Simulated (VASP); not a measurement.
# HPt16 in VASP: single point with PBE

Aim: the single point of HPt16 with PBE.

Program: VASP 6.6.1. These are calculated values, not measurements. Logs are shortened: lines on timing, memory, paths and dates and some standing lists are left out, and cuts for length are marked.

## 1. The cell of the first run

The cell holds a slab with vacuum, 17 atoms: a = 5.549 Å, b = 5.549 Å, c = 19.797 Å, α = 90.00°, β = 90.00°, γ = 60.00°.

## 2. Single point, PBE

File INCAR:

```
SYSTEM = HPt16
PREC     = Accurate       ! precision mode
ENCUT    = 520            ! plane-wave cutoff, eV
EDIFF    = 1E-7           ! SCF threshold, eV
ISMEAR   = 0              ! smearing method
SIGMA    = 0.1            ! smearing width, eV
LREAL    = Auto         
LASPH    = .True.         ! aspherical terms in the spheres
NELM     = 100            ! most SCF steps
ALGO     = Normal         ! electronic algorithm
ISIF     = 2              ! what is computed and relaxed
LWAVE    = .False.        ! write WAVECAR
LCHARG   = .False.        ! write CHGCAR
GGA      = PE             ! functional
NBANDS   = 94             ! bands
LUSENCCL = .False.
```

File KPOINTS:

```
Automatic mesh
0
Gamma
  6 6 1
  0 0 0
```

File POSCAR:

```
HPt16
1.0
    5.5493740200      0.0000000000      0.0000000000
    2.7746870100      4.8058988800      0.0000000000
    0.0000000000      0.0000000000     19.7965673700
Pt H
16 1
Direct
    0.0000000000      0.0000000000      0.3283397510
    0.5000000000      0.0000000000      0.3283397510
    0.0000000000      0.5000000000      0.3283397510
    0.5000000000      0.5000000000      0.3283397510
    0.1666666667      0.1666666667      0.4427799170
    0.6666666667      0.1666666667      0.4427799170
    0.1666666667      0.6666666667      0.4427799170
    0.6666666667      0.6666666667      0.4427799170
    0.8333333333      0.3333333333      0.5572200830
    0.3333333333      0.3333333333      0.5572200830
    0.8333333333      0.8333333333      0.5572200830
    0.3333333333      0.8333333333      0.5572200830
    0.0000000000      0.0000000000      0.6716602490
    0.5000000000      0.0000000000      0.6716602490
    0.0000000000      0.5000000000      0.6716602490
    0.5000000000      0.5000000000      0.6716602490
    0.0000000000      0.0833333333      0.6943914626
```

Potentials or basis: VASP PAW PBE potentials, release 64 (Pt, H).

Command:

```sh
$ cat potpaw_PBE.64/Pt/POTCAR potpaw_PBE.64/H/POTCAR > POTCAR
$ mpirun -np 1 vasp_std > vasp.out
```

OUTCAR:

```text
SYSTEM = HPt16
   PREC = Accurate
   ENCUT = 520
   EDIFF = 1E-7
   ISMEAR = 0
   LREAL = Auto
   LASPH = .True.
   NELM = 100
   ISIF = 2
   GGA = PE

 ion  position               nearest neighbor table
   1  0.000  0.000  0.328-   6 2.77   5 2.77   7 2.77   2 2.77   2 2.77   3 2.77   4 2.77   3 2.77
                             4 2.77
   2  0.500  0.000  0.328-   5 2.77   6 2.77   8 2.77   1 2.77   1 2.77   3 2.77   4 2.77   4 2.77
                             3 2.77
   3  0.000  0.500  0.328-   8 2.77   7 2.77   5 2.77   4 2.77   4 2.77   1 2.77   2 2.77   2 2.77
                             1 2.77
   4  0.500  0.500  0.328-   7 2.77   8 2.77   6 2.77   3 2.77   3 2.77   1 2.77   2 2.77   1 2.77
                             2 2.77
   5  0.167  0.167  0.443-  10 2.77   2 2.77   9 2.77   1 2.77   3 2.77   6 2.77   6 2.77  12 2.77
                             7 2.77   8 2.77   7 2.77   8 2.77
   6  0.667  0.167  0.443-   9 2.77   1 2.77  10 2.77   2 2.77   4 2.77   5 2.77   5 2.77  11 2.77
                             7 2.77   8 2.77   8 2.77   7 2.77
   7  0.167  0.667  0.443-  12 2.77   4 2.77  11 2.77   3 2.77   1 2.77   8 2.77   8 2.77  10 2.77
                             5 2.77   6 2.77   6 2.77   5 2.77
   8  0.667  0.667  0.443-  11 2.77   3 2.77  12 2.77   4 2.77   2 2.77   7 2.77   7 2.77   9 2.77
                             5 2.77   6 2.77   5 2.77   6 2.77
   9  0.833  0.333  0.557-   6 2.77  16 2.77   5 2.77  15 2.77  13 2.77  10 2.77  10 2.77   8 2.77
                            11 2.77  12 2.77  11 2.77  12 2.77
  10  0.333  0.333  0.557-   5 2.77  15 2.77   6 2.77  16 2.77  14 2.77   9 2.77   9 2.77   7 2.77
                            11 2.77  12 2.77  12 2.77  11 2.77
  11  0.833  0.833  0.557-   8 2.77  14 2.77   7 2.77  13 2.77  15 2.77  12 2.77  12 2.77   6 2.77
                             9 2.77  10 2.77  10 2.77   9 2.77
  12  0.333  0.833  0.557-   7 2.77  13 2.77   8 2.77  14 2.77  16 2.77  11 2.77  11 2.77   5 2.77
                             9 2.77  10 2.77   9 2.77  10 2.77
  13  0.000  0.000  0.672-  17 0.65  12 2.77  11 2.77   9 2.77  14 2.77  14 2.77  15 2.77  16 2.77
                            15 2.77  16 2.77
  14  0.500  0.000  0.672-  11 2.77  12 2.77  10 2.77  13 2.77  13 2.77  15 2.77  16 2.77  16 2.77
                            15 2.77
  15  0.000  0.500  0.672-  10 2.77   9 2.77  11 2.77  16 2.77  16 2.77  13 2.77  14 2.77  14 2.77
                            13 2.77
  16  0.500  0.500  0.672-   9 2.77  10 2.77  12 2.77  15 2.77  15 2.77  13 2.77  14 2.77  13 2.77
                            14 2.77
  17  0.000  0.083  0.694-  13 0.65

 -----------------------------------------------------------------------------
|                                                                             |
|           W    W    AA    RRRRR   N    N  II  N    N   GGGG   !!!           |
|           W    W   A  A   R    R  NN   N  II  NN   N  G    G  !!!           |
|           W    W  A    A  R    R  N N  N  II  N N  N  G       !!!           |
|           W WW W  AAAAAA  RRRRR   N  N N  II  N  N N  G  GGG   !            |
|           WW  WW  A    A  R   R   N   NN  II  N   NN  G    G                |
|           W    W  A    A  R    R  N    N  II  N    N   GGGG   !!!           |
|                                                                             |
|     The distance between some ions is very small. Please check the          |
|     nearest-neighbor list in the OUTCAR file.                               |
|     I HOPE YOU KNOW WHAT YOU ARE DOING!                                     |
|                                                                             |
 -----------------------------------------------------------------------------

  LATTYP: Found a hexagonal cell.
 ALAT       =     5.5493740231
 C/A-ratio  =     3.5673514324

  Lattice vectors:

 A1 = (  -2.7746870100,  -4.8058988800,   0.0000000000)
 A2 = (   5.5493740200,   0.0000000000,   0.0000000000)
 A3 = (   0.0000000000,   0.0000000000,  19.7965673700)

Analysis of symmetry for initial positions (statically):
=====================================================================
 Subroutine PRICEL returns:
 Original cell was already a primitive cell.

 Routine SETGRP: Setting up the symmetry group for a
 hexagonal supercell.

 Subroutine GETGRP returns: Found  1 space group operations
 (whereof  1 operations were pure point group operations)
 out of a pool of 24 trial point group operations.

The static configuration has the point symmetry C_1 .

Analysis of symmetry for dynamics (positions and initial velocities):
=====================================================================
 Subroutine PRICEL returns:
 Original cell was already a primitive cell.

 Routine SETGRP: Setting up the symmetry group for a
 hexagonal supercell.

 Subroutine GETGRP returns: Found  1 space group operations
 (whereof  1 operations were pure point group operations)
[... 80 lines left out ...]
     0.000000000  0.000000000  0.000000000

 Subroutine IBZKPT returns following result:
 ===========================================

 Found     20 irreducible k-points:

 Following reciprocal coordinates:
            Coordinates               Weight
  0.000000  0.000000  0.000000      1.000000
  0.166667  0.000000  0.000000      2.000000
  0.166667  0.166667  0.000000      2.000000
  0.000000  0.166667  0.000000      2.000000
  0.333333  0.000000  0.000000      2.000000
  0.333333  0.333333  0.000000      2.000000
[... 12 lines left out ...]
  0.500000 -0.333333  0.000000      2.000000
 -0.333333  0.333333  0.000000      2.000000
   k-points           NKPTS =     20   k-points in BZ     NKDIM =     20   number of bands    NBANDS=     94
   number of dos      NEDOS =    301   number of ions     NIONS =     17
   total plane-waves  NPLWV = 264600
   dimension x,y,z NGX =    42 NGY =   42 NGZ =  150
   dimension x,y,z NGXF=    84 NGYF=   84 NGZF=  300
   ions per type =              16   1
   NGX,Y,Z   is equivalent  to a cutoff of  12.58, 12.58, 12.60 a.u.
   NGXF,Y,Z  is equivalent  to a cutoff of  25.16, 25.16, 25.19 a.u.
 SYSTEM =  HPt16
   PREC   = accura    normal or accurate (medium, high low for compatibility)
   ISTART =      0    job   : 0-new  1-cont  2-samecut
   ICHARG =      2    charge: 1-file 2-atom 10-const
   ISPIN  =      1    spin polarized calculation?
   LNONCOLLINEAR =      F non collinear calculations
   LSORBIT =      F    spin-orbit coupling
   LASPH  =      T    aspherical Exc in radial PAW
   ENCUT  =  520.0 eV  38.22 Ry    6.18 a.u.  10.32 10.32 36.81*2*pi/ulx,y,z
   NELM   =    100;   NELMIN=  2; NELMDL= -5     # of ELM steps
   EDIFF  = 0.1E-06   stopping-criterion for ELM
   LREAL  =      T    real-space projection
   EDIFFG = 0.1E-05   stopping-criterion for IOM
   NSW    =      0    number of steps for IOM
   IBRION =     -1    ionic relax: 0-MD 1-quasi-New 2-CG
   NFREE  =      0    steps in history (QN), initial steepest desc. (CG)
   ISIF   =      2    stress and relaxation
   ISYM   =      2    0-nonsym 1-usesym 2-fastsym
   POTIM  = 0.5000    time-step for ionic-motion
   TEBEG  =    0.0;   TEEND  =   0.0 temperature during run
   PSTRESS=    0.0 pullay stress
   NELECT =     161.0000    total number of electrons
   NUPDOWN=      -1.0000    fix difference up-down
   EMIN   =  10.00;   EMAX   =-10.00  energy-range for DOS
   EFERMI =   0.00;   METHOD = LEGACY
   ISMEAR =     0;   SIGMA  =   0.10  broadening in eV -4-tet -1-fermi 0-gaus
   EFERMI_NEDOS =   21; number of points for ismear=-14 and -15
   IALGO  =     38    algorithm
   IMIX   =      4    mixing-type and parameters
     AMIX     =   0.40;   BMIX     =  1.00
     AMIX_MAG =   1.60;   BMIX_MAG =  1.00
  volume/ion in A,a.u.               =      31.06       209.58
  Fermi-wavevector in a.u.,A,eV,Ry     =   1.101913  2.082314 16.520359  1.214212
  Thomas-Fermi vector in A             =   2.238348
   LORBIT       =      0    0 simple, 1 ext, 2 COOP (PROOUT), +10 PAW based schemes
   GGA     = PE    functional components
   LHFCALC =     F    Hartree Fock is set to
   AEXX    =    0.0000 exact exchange contribution
   IVDW    =     0    specifies the selected vdW correction
   LEPSILON=     F    determine dielectric tensor
   LRPA    =     F    only Hartree local field effects (RPA)
 non-spin polarized calculation
 Gauss-broadening in eV      SIGMA  =   0.10
  energy-cutoff  :      520.00
  volume of cell :      527.97
 maximum number of plane-waves:     14256
 NGX is ok and might be reduce to    42
   NGX = 21   NGY = 21   NGZ = 73

 number of electron     161.0000014 magnetization

 Free energy of the ion-electron system (eV)
  ---------------------------------------------------
  ext. energy  EPLUGINS =         0.00000000
  ---------------------------------------------------
  free energy    TOTEN  =       -43.64192744 eV

  energy without entropy =      -43.51900567  energy(sigma->0) =      -43.58046656

 E-fermi :   2.0827     XC(G=0):  -7.0787

 val. band max:        2.0796873662   @ k =   0.3333   0.3333   0.0000
 cond. band min:       2.0878960439   @ k =   0.5000   0.5000   0.0000
 fundamental gap:      0.0082086776
 Fermi energy:         2.0826739007

 k-point     1 :       0.0000    0.0000    0.0000
  band No.  band energies     occupation
      1      -8.1783      2.00000
      2      -7.3877      2.00000
      3      -6.1182      2.00000
      4      -5.1366      2.00000
      5      -4.9936      2.00000
      6      -4.7779      2.00000
[... 1889 lines left out ...]
     91       4.9933      0.00000
     92       5.0099      0.00000
 [bands above 92 left out]

------------------------ aborting loop because EDIFF is reached ----------------------------------------

  FORCE on cell =-STRESS in cart. coord.  units (eV):
  Direction    XX          YY          ZZ          XY          YZ          ZX
  --------------------------------------------------------------------------------------
  -------------------------------------------------------------------------------------
  Total       19.4454645     60.8984710     92.6510003     36.6985928     70.6149660     41.2716369
  in kB       59.0092898    184.8027603    281.1591212    111.3657063    214.2884775    125.2430858
  external PRESSURE =     174.9903904 kB  Pullay stress =       0.0000000 kB

 VOLUME and BASIS-vectors are now :
 -----------------------------------------------------------------------------
  energy-cutoff  :      520.00
  volume of cell :      527.97
      direct lattice vectors                 reciprocal lattice vectors
     5.549374020  0.000000000  0.000000000     0.180200505 -0.104038810  0.000000000
     2.774687010  4.805898880  0.000000000     0.000000000  0.208077620  0.000000000
     0.000000000  0.000000000 19.796567370     0.000000000  0.000000000  0.050513808

 POSITION                                       TOTAL-FORCE (eV/Angst)
 -----------------------------------------------------------------------------------
      0.00000      0.00000      6.50000        -0.008961      0.004200     -0.416092
      2.77469      0.00000      6.50000        -0.005654      0.024246     -0.456969
      1.38734      2.40295      6.50000         0.024475     -0.017166     -0.440634
      4.16203      2.40295      6.50000        -0.041941     -0.027773     -0.451058
      1.38734      0.80098      8.76552        -0.001866     -0.012007      0.198294
      4.16203      0.80098      8.76552        -0.010008     -0.016822      0.207431
[... 9 lines left out ...]
      4.16203      2.40295     13.29657        -0.093111      0.080777      0.325385
      0.23122      0.40049     13.74657        89.482540    155.116229    176.468789
 -----------------------------------------------------------------------------------
    total drift:                                0.000956      0.001719     -0.000224

  FREE ENERGIE OF THE ION-ELECTRON SYSTEM (eV)
  ---------------------------------------------------
  free  energy   TOTEN  =       -43.6419274449 eV

  energy  without entropy=      -43.5190056658  energy(sigma->0) =      -43.58046656
```

It took 4.5 min on 1 × NVIDIA H100 80GB with 1 thread of AMD EPYC 7R13 (Zen 3), shared host; peak memory 1.9 GiB.

Results:

- Free energy: -43.6419 eV
- Largest force: 251.415 eV/Å
- Band gap on the k mesh: zero (an odd number of electrons rules out a gap without spin polarisation)

Forces on the atoms (eV/Å):
```
Pt    -0.009    0.004   -0.416
Pt    -0.006    0.024   -0.457
Pt     0.024   -0.017   -0.441
Pt    -0.042   -0.028   -0.451
Pt    -0.002   -0.012    0.198
Pt    -0.010   -0.017    0.207
Pt    -0.012   -0.006    0.234
Pt    -0.051   -0.059   -0.101
Pt    -0.018    0.073   -0.370
Pt     0.006    0.013   -0.168
Pt    -0.351   -0.142   -0.765
Pt     0.167   -0.063   -0.486
Pt   -89.504 -155.325 -174.315
Pt     0.188   -0.032    0.282
Pt     0.229    0.389    0.254
Pt    -0.093    0.081    0.325
H     89.483  155.116  176.469
```

Levels at points of the mesh, in eV from the Fermi level:
```tsv
k point	band 76	band 77	band 78	band 79	band 80	band 81	band 82	band 83	band 84	band 85
(0.00, 0.00, 0.00)	0.18	0.23	0.29	0.33	0.37	0.54	0.58	0.59	0.59	0.61
(0.50, 0.00, 0.00)	-0.51	-0.51	-0.31	-0.08	-0.03	0.08	0.08	0.22	0.27	0.31
(0.50, 0.50, 0.00)	-0.51	-0.45	-0.31	-0.06	0.01	0.07	0.08	0.17	0.27	0.31
(0.00, 0.50, 0.00)	-0.53	-0.51	-0.31	-0.03	-0.02	0.07	0.08	0.24	0.25	0.32
```

Caveat: atoms lie so close that the PAW spheres overlap strongly, which falsifies energies and pressures; there is no dipole correction, which matters where the two faces differ; spin-orbit coupling is left out, which moves the levels of the heavy elements.
